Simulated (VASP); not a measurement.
Input of a VASP 6.6.1 run:

INCAR

```
SYSTEM = MgS
PREC     = Accurate       ! precision mode
ENCUT    = 600            ! plane-wave cutoff, eV
EDIFF    = 1E-8           ! SCF threshold, eV
ISMEAR   = 0              ! smearing method
SIGMA    = 0.05           ! smearing width, eV
LREAL    = .False.        ! projectors in reciprocal space
LASPH    = .True.         ! aspherical terms in the spheres
NELM     = 80             ! most SCF steps
ALGO     = Normal         ! electronic algorithm
ISIF     = 3              ! what is computed and relaxed
LWAVE    = .False.        ! write WAVECAR
LCHARG   = .False.        ! write CHGCAR
GGA      = PS             ! functional
NBANDS   = 11             ! bands
IBRION   = 6              ! ionic algorithm
NFREE    = 2            
POTIM    = 0.015          ! step
NSW      = 1              ! ionic steps
```

KPOINTS

```
Automatic mesh
0
Gamma
  10 10 10
  0 0 0
```

File POSCAR:

```
MgS
1.0
    0.0000000000      2.5910375066      2.5910375066
    2.5910375066      0.0000000000      2.5910375066
    2.5910375066      2.5910375066      0.0000000000
Mg S
1 1
Direct
    0.0000000000      0.0000000000      0.0000000000
    0.5000000000      0.5000000000      0.5000000000
```

Potentials or basis: VASP PAW PBE potentials, release 64 (Mg, S).

The run is started by

```console
$ cat potpaw_PBE.64/Mg/POTCAR potpaw_PBE.64/S/POTCAR > POTCAR
$ mpirun -np 1 vasp_std > vasp.out
```

Q: Predict the elastic constants C11, C12, C44.

A: 153, 41, 54 GPa.

Q: Estimate the Voigt bulk modulus.

A: 79 GPa.

Q: What does it give for the highest phonon frequency at Γ, LO-TO splitting left out?

A: 243 cm⁻¹.

Elastic tensor in Voigt notation (GPa, in the Cartesian axes of the cell as first typed):
```
153  41  41   0   0   0
 41 153  41   0   0   0
 41  41 153   0   0   0
  0   0   0  54   0   0
  0   0   0   0  54   0
  0   0   0   0   0  54
```

Caveat: the PAW data sets were made with another functional, which shifts forces and pressure a little.
